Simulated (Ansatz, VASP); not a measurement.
**Hg in VASP and in Ansatz**

```
CELL_PARAMETERS angstrom
-1.88157 1.88157 1.88157
1.88157 -1.88157 1.88157
1.88157 1.88157 -1.88157
ATOMIC_POSITIONS crystal
Hg 0.00000 0.00000 0.00000
```

Alike in both runs: task single point; functional r2SCAN; k mesh 13 × 13 × 13; occupations fermi-dirac, width 0.1 eV; no spin polarisation.

|  | VASP | Ansatz |
| --- | --- | --- |
| version | VASP 6.6.1 | Ansatz 0.2.0 |
| potentials or method | VASP PAW PBE potentials, release 64 (Hg), cutoff 550 eV | plane waves (500 eV) with PAW, scalar-relativistic |
| valence electrons in the cell | 12 | 20 |

VASP gave:

| Property | Result |
| --- | --- |
| pressure (GPa) | 0.3 |

Task: Which values does Ansatz return?

Result: Pressure (GPa): 0.0.

VASP's potentials were made for PBE, not for r2SCAN. VASP's potentials hold 12 valence electrons a cell and Ansatz's 20, so a difference there can come from the potentials and not from the codes.

Neither program's run includes spin-orbit coupling.
